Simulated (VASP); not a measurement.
# AlRu (P1) in VASP: relaxation of cell and atoms with PBEsol

Aim: the relaxation of cell and atoms of AlRu with PBEsol.

Everything below comes from runs of VASP 6.6.1. Logs are shortened: lines on timing, memory, paths and dates and some standing lists are left out, and cuts for length are marked.

**1. The cell of the first run**

The typed cell holds 2 atoms: a = 2.960 Å, b = 2.982 Å, c = 2.974 Å, α = 89.24°, β = 90.29°, γ = 89.13°.

**2. Relaxation of cell and atoms, PBEsol**

INCAR reads:

```
SYSTEM = AlRu
  ALGO = Normal
  EDIFF = 1E-7
  EDIFFG = -0.01
  ENCUT = 500
  GGA = PS
  GGA_COMPAT = .False.
  IBRION = 2
  ISIF = 3
  ISMEAR = 0
  LASPH = .True.
  LCHARG = .False.
  LREAL = .False.
  LWAVE = .False.
  NELM = 120
  NELMIN = 4
  NSW = 100
  PREC = Accurate
  SIGMA = 0.15
```

KPOINTS reads:

```
k-points
0
Gamma
  12 12 12
  0 0 0
```

POSCAR reads:

```
AlRu
1.0
    2.9602890583      0.0226544196     -0.0076664106
    0.0226544196      2.9821326556      0.0197031099
   -0.0076664106      0.0197031099      2.9744166754
Al Ru
1 1
Direct
    0.0559386695      0.0575550326     -0.1286825881
    0.4440613305      0.4424449674      0.6286825881
```

Potentials or basis: VASP PAW PBE potentials, release 64 (Al, Ru_pv).

Launch:

```sh
> cat potpaw_PBE.64/Al/POTCAR potpaw_PBE.64/Ru_pv/POTCAR > POTCAR
> mpirun -np 1 vasp_std > vasp.out
```

OUTCAR:

```text
SYSTEM = AlRu
   EDIFF = 1E-7
   EDIFFG = -0.01
   ENCUT = 500
   GGA = PS
   IBRION = 2
   ISIF = 3
   ISMEAR = 0
   LASPH = .True.
   LREAL = .False.
   NELM = 120
   NELMIN = 4
   NSW = 100
   PREC = Accurate

 ion  position               nearest neighbor table
   1  0.056  0.058  0.871-   2 1.78   2 2.24   2 2.28   2 2.70   2 2.79   2 3.09   2 3.12
   2  0.444  0.442  0.629-   1 1.78   1 2.24   1 2.28   1 2.70   1 2.79   1 3.09   1 3.12

  LATTYP: Found a triclinic cell.
 ALAT       =     6.6698901103
 B/A-ratio  =     0.9954479840
 C/A-ratio  =     1.3495603236
 COS(alpha) =     0.0000153174
 COS(beta)  =     0.6003204813
 COS(gamma) =     0.7970520054

  Lattice vectors:

 A1 = (  -5.9432325362,  -3.0274414948,  -0.0043702887)
 A2 = (  -5.9282445272,  -0.0256057293,   2.9897494966)
 A3 = (  -2.9902650763,  -6.0263259506,  -5.9805731600)

Analysis of symmetry for initial positions (statically):
=====================================================================
 Subroutine PRICEL returns:
 Original cell was already a primitive cell.

 Routine SETGRP: Setting up the symmetry group for a
 triclinic supercell.

 Subroutine GETGRP returns: Found  1 space group operations
 (whereof  1 operations were pure point group operations)
 out of a pool of  2 trial point group operations.

The static configuration has the point symmetry C_1 .

Analysis of symmetry for dynamics (positions and initial velocities):
=====================================================================
 Subroutine PRICEL returns:
 Original cell was already a primitive cell.

 Routine SETGRP: Setting up the symmetry group for a
 triclinic supercell.

 Subroutine GETGRP returns: Found  1 space group operations
 (whereof  1 operations were pure point group operations)
 out of a pool of  2 trial point group operations.

The dynamic configuration has the point symmetry C_1 .

 Subroutine INISYM returns: Found  1 space group operations
 (whereof  1 operations are pure point group operations),
 and found     1 'primitive' translations

----------------------------------------------------------------------------------------

                                     Primitive cell

  volume of cell :      26.2552

  direct lattice vectors                    reciprocal lattice vectors
     2.960289058  0.022654420 -0.007666411     0.337826833 -0.002572241  0.000887771
     0.022654420  2.982132656  0.019703110    -0.002572241  0.335364751 -0.002228151
    -0.007666411  0.019703110  2.974416675     0.000887771 -0.002228151  0.336217422

  length of vectors
     2.960385668  2.982283791  2.974491813     0.337837792  0.335382016  0.336225977

  position of ions in fractional coordinates (direct lattice)
     0.055938670  0.057555033  0.871317412
     0.444061330  0.442444967  0.628682588

  ion indices of the primitive-cell ions
   primitive index   ion index
                 1           1
                 2           2

----------------------------------------------------------------------------------------

 KPOINTS: k-points

Automatic generation of k-mesh.
 Grid dimensions read from file:
 generate k-points for:   12   12   12

 Generating k-lattice:

  Cartesian coordinates                     Fractional coordinates (reciprocal lattice)
     0.028152236 -0.000214353  0.000073981     0.083333333 -0.000000000  0.000000000
    -0.000214353  0.027947063 -0.000185679     0.000000000  0.083333333  0.000000000
     0.000073981 -0.000185679  0.028018119     0.000000000  0.000000000  0.083333333

  Length of vectors
     0.028153149  0.027948501  0.028018831

  Shift w.r.t. Gamma in fractional coordinates (k-lattice)
     0.000000000  0.000000000  0.000000000

 Subroutine IBZKPT returns following result:
 ===========================================

 Found    868 irreducible k-points:

 Following reciprocal coordinates:
            Coordinates               Weight
  0.000000  0.000000  0.000000      1.000000
  0.083333  0.000000  0.000000      2.000000
  0.166667  0.000000  0.000000      2.000000
  0.250000  0.000000  0.000000      2.000000
  0.333333  0.000000  0.000000      2.000000
  0.416667  0.000000  0.000000      2.000000
[... 16 lines left out ...]
  0.250000  0.166667 -0.000000      2.000000
  0.333333  0.166667  0.000000      2.000000
 [... further k-points ...]
   k-points           NKPTS =    868   k-points in BZ     NKDIM =    868   number of bands    NBANDS=     12
   number of dos      NEDOS =    301   number of ions     NIONS =      2
   total plane-waves  NPLWV =  13824
   dimension x,y,z NGX =    24 NGY =   24 NGZ =   24
   dimension x,y,z NGXF=    48 NGYF=   48 NGZF=   48
   ions per type =               1   1
   NGX,Y,Z   is equivalent  to a cutoff of  13.48, 13.38, 13.41 a.u.
   NGXF,Y,Z  is equivalent  to a cutoff of  26.96, 26.76, 26.83 a.u.
 SYSTEM =  AlRu
   PREC   = accura    normal or accurate (medium, high low for compatibility)
   ISTART =      0    job   : 0-new  1-cont  2-samecut
   ICHARG =      2    charge: 1-file 2-atom 10-const
   ISPIN  =      1    spin polarized calculation?
   LNONCOLLINEAR =      F non collinear calculations
   LSORBIT =      F    spin-orbit coupling
   LASPH  =      T    aspherical Exc in radial PAW
   ENCUT  =  500.0 eV  36.75 Ry    6.06 a.u.   5.40  5.44  5.42*2*pi/ulx,y,z
   NELM   =    120;   NELMIN=  4; NELMDL= -5     # of ELM steps
   EDIFF  = 0.1E-06   stopping-criterion for ELM
   LREAL  =      F    real-space projection
   EDIFFG = -.1E-01   stopping-criterion for IOM
   NSW    =    100    number of steps for IOM
   IBRION =      2    ionic relax: 0-MD 1-quasi-New 2-CG
   NFREE  =      1    steps in history (QN), initial steepest desc. (CG)
   ISIF   =      3    stress and relaxation
   ISYM   =      2    0-nonsym 1-usesym 2-fastsym
   POTIM  = 0.5000    time-step for ionic-motion
   TEBEG  =    0.0;   TEEND  =   0.0 temperature during run
   PSTRESS=    0.0 pullay stress
   NELECT =      17.0000    total number of electrons
   NUPDOWN=      -1.0000    fix difference up-down
   EMIN   =  10.00;   EMAX   =-10.00  energy-range for DOS
   EFERMI =   0.00;   METHOD = LEGACY
   ISMEAR =     0;   SIGMA  =   0.15  broadening in eV -4-tet -1-fermi 0-gaus
   EFERMI_NEDOS =   21; number of points for ismear=-14 and -15
   IALGO  =     38    algorithm
   IMIX   =      4    mixing-type and parameters
     AMIX     =   0.40;   BMIX     =  1.00
     AMIX_MAG =   1.60;   BMIX_MAG =  1.00
  volume/ion in A,a.u.               =      13.13        88.59
  Fermi-wavevector in a.u.,A,eV,Ry     =   1.416291  2.676403 27.291670  2.005881
  Thomas-Fermi vector in A             =   2.537641
   LORBIT       =      0    0 simple, 1 ext, 2 COOP (PROOUT), +10 PAW based schemes
   GGA     = PS    functional components
   LHFCALC =     F    Hartree Fock is set to
   AEXX    =    0.0000 exact exchange contribution
   IVDW    =     0    specifies the selected vdW correction
   LEPSILON=     F    determine dielectric tensor
   LRPA    =     F    only Hartree local field effects (RPA)
 conjugate gradient relaxation of ions
 non-spin polarized calculation
 Gauss-broadening in eV      SIGMA  =   0.15
  energy-cutoff  :      500.00
  volume of cell :       26.26
 maximum number of plane-waves:       686
 NGX is ok and might be reduce to    24
   NGX = 11   NGY = 11   NGZ = 11

--------------------------------------- Ionic step        1  -------------------------------------------

 number of electron      17.0000001 magnetization

 Free energy of the ion-electron system (eV)
  ---------------------------------------------------
  ext. energy  EPLUGINS =         0.00000000
  ---------------------------------------------------
  free energy    TOTEN  =       -10.22615349 eV

  energy without entropy =      -10.20727073  energy(sigma->0) =      -10.21671211

------------------------ aborting loop because EDIFF is reached ----------------------------------------

  FORCE on cell =-STRESS in cart. coord.  units (eV):
  Direction    XX          YY          ZZ          XY          YZ          ZX
  --------------------------------------------------------------------------------------
  -------------------------------------------------------------------------------------
  Total       16.5607777     15.9205086      4.5832399      8.8694589     -7.9686035     -7.6293158
  in kB     1010.5916246    971.5203539    279.6839602    541.2427498   -486.2696737   -465.5652496
  external PRESSURE =     753.9319796 kB  Pullay stress =       0.0000000 kB
[... 1185 lines left out ...]
 k-point    24 :       0.3333    0.1667    0.0000
  band No.  band energies     occupation
      1     -32.5444      2.00000
      2     -32.4859      2.00000
      3     -32.3643      2.00000
      4       2.2409      2.00000
      5       5.6789      2.00000
      6       6.7058      2.00000
      7       7.5634      2.00000
      8       8.7337      2.00000
      9       9.3903      0.28629
     10      11.3437      0.00000
     11      14.9187      0.00000
     12      18.0105      0.00000

 [... further k-points ...]

[... ionic steps 4 to 17 ...]

--------------------------------------- Ionic step       18  -------------------------------------------

 number of electron      16.9999996 magnetization

------------------------ aborting loop because EDIFF is reached ----------------------------------------

  FORCE on cell =-STRESS in cart. coord.  units (eV):
  Direction    XX          YY          ZZ          XY          YZ          ZX
  --------------------------------------------------------------------------------------
  -------------------------------------------------------------------------------------
  Total        0.0042151      0.0016789      0.0036181      0.0069212     -0.0082118     -0.0101477
  in kB        0.2561827      0.1020382      0.2198986      0.4206503     -0.4990924     -0.6167504
  external PRESSURE =       0.1927065 kB  Pullay stress =       0.0000000 kB
[... 57 lines left out ...]
  energy  without entropy=      -15.5187646211  energy(sigma->0) =      -15.52661466

--------------------------------------- Ionic step       20  -------------------------------------------

 number of electron      16.9999996 magnetization

 Free energy of the ion-electron system (eV)
  ---------------------------------------------------
  ext. energy  EPLUGINS =         0.00000000
  ---------------------------------------------------
  free energy    TOTEN  =       -15.53447587 eV

  energy without entropy =      -15.51877072  energy(sigma->0) =      -15.52662330

 E-fermi :  10.8080     XC(G=0): -12.7670

 val. band max:       10.8077780030   @ k =   0.0833   0.0833  -0.0000
 cond. band min:      10.8083484341   @ k =  -0.0833   0.0833  -0.0000
 fundamental gap:      0.0005704311
 Fermi energy:        10.8080080048

 k-point     1 :       0.0000    0.0000    0.0000
  band No.  band energies     occupation
      1     -30.9046      2.00000
      2     -30.9044      2.00000
      3     -30.9043      2.00000
      4       1.0409      2.00000
      5       7.1398      2.00000
      6       7.1400      2.00000
      7      11.0061      0.06178
      8      11.0069      0.06070
      9      11.0080      0.05931
     10      16.9576      0.00000
     11      16.9630      0.00000
     12      16.9633      0.00000
[... 374 lines left out ...]
  FREE ENERGIE OF THE ION-ELECTRON SYSTEM (eV)
  ---------------------------------------------------
  free  energy   TOTEN  =       -15.5344758745 eV

  energy  without entropy=      -15.5187707216  energy(sigma->0) =      -15.52662330

 reached required accuracy - stopping structural energy minimisation
```

It took 15 min on 1 thread of Intel Xeon 6975P-C (Granite Rapids), shared host; peak memory 0.46 GiB.

Results:

| Quantity | Value |
| --- | --- |
| Free energy | -15.5345 eV |
| Relaxed volume | 13.18 Å³/atom |
| Relaxed cell | a = 2.976 Å, b = 2.976 Å, c = 2.977 Å, α = 89.99°, β = 89.99°, γ = 90.01° |
| Space group after relaxing (to 0.1 Å) | Pm-3m (No. 221) |
| Energy gained by relaxing | 2654.2 meV/atom |
| Ionic steps | 20 |
| Pressure after relaxing | 0.0 GPa |
| Band gap on the k mesh | zero (an odd number of electrons rules out a gap without spin polarisation) |

Forces on the atoms (eV/Å):
```
Al   0.002  0.001 -0.002
Ru  -0.002 -0.001  0.002
```

The path:
| step | energy change (eV) | largest force (eV/Å) | pressure (GPa) | volume (Å³) |
| --- | --- | --- | --- | --- |
| 1 | 0.0000 | 18.3470 | 75.39 | 26.26 |
| 2 | 0.3792 | 5.9518 | -14.52 | 52.95 |
| 3 | -0.7765 | 5.1017 | -13.46 | 47.92 |
| 4 | -1.4589 | 4.3886 | -14.85 | 44.74 |
| 5 | -3.4277 | 2.9305 | -17.84 | 35.08 |
| 6 | -4.2316 | 2.9752 | -9.62 | 30.56 |
| 7 | -4.3878 | 3.2454 | 1.96 | 28.38 |
| 8 | -4.9440 | 1.1518 | -15.16 | 29.32 |
| 9 | -4.9716 | 0.7633 | -17.75 | 29.59 |
| 10 | -5.1786 | 0.5043 | 11.28 | 25.30 |
| 11 | -5.2308 | 0.3483 | 0.08 | 26.47 |
| 12 | -5.2948 | 0.1333 | 0.77 | 26.29 |
| 13 | -5.3045 | 0.1425 | 1.77 | 26.16 |
| 14 | -5.3045 | 0.1383 | 1.71 | 26.17 |
| 15 | -5.3069 | 0.0554 | -1.67 | 26.57 |
| 16 | -5.3073 | 0.0775 | -0.74 | 26.45 |
| 17 | -5.3083 | 0.0182 | -0.07 | 26.37 |
| 18 | -5.3083 | 0.0113 | 0.02 | 26.36 |
| 19 | -5.3083 | 0.0102 | 0.03 | 26.36 |
| 20 | -5.3083 | 0.0028 | 0.00 | 26.36 |

Final structure:
```yaml
crystal:
  lattice:
    - [2.97608, -0.00014, 0.00321]
    - [-0.00023, 2.97611, 0.00209]
    - [-0.00263, -0.00161, 2.97663]
  atoms:
    - { symbol: Al, position: [0.99996, 0.99999, 0.00004] }
    - { symbol: Ru, position: [0.50004, 0.50001, 0.49996] }
```

Levels at points of the mesh, in eV from the Fermi level:
| k point | band 7 | band 8 | band 9 | band 10 | band 11 | band 12 |
| --- | --- | --- | --- | --- | --- | --- |
| (0.00, 0.00, 0.00) | 0.20 | 0.20 | 0.20 | 6.15 | 6.15 | 6.16 |
| (0.50, 0.00, 0.00) | -1.63 | -1.63 | 0.46 | 2.35 | 7.45 | 11.09 |
| (0.00, 0.50, 0.00) | -1.63 | -1.63 | 0.46 | 2.35 | 7.45 | 11.09 |
| (0.50, 0.50, 0.00) | -1.37 | -1.19 | -1.19 | 1.58 | 5.39 | 6.44 |
| (0.00, 0.00, 0.50) | -1.63 | -1.63 | 0.46 | 2.34 | 7.45 | 11.09 |
| (0.50, 0.00, 0.50) | -1.37 | -1.19 | -1.19 | 1.57 | 5.38 | 6.44 |
| (0.00, 0.50, 0.50) | -1.37 | -1.19 | -1.19 | 1.57 | 5.38 | 6.44 |
| (0.50, 0.50, 0.50) | 1.67 | 1.67 | 2.70 | 4.14 | 4.14 | 4.15 |

Caveat: the PAW data sets were made with another functional, which shifts forces and pressure a little. Zero-point motion and thermal expansion aren't in these numbers.
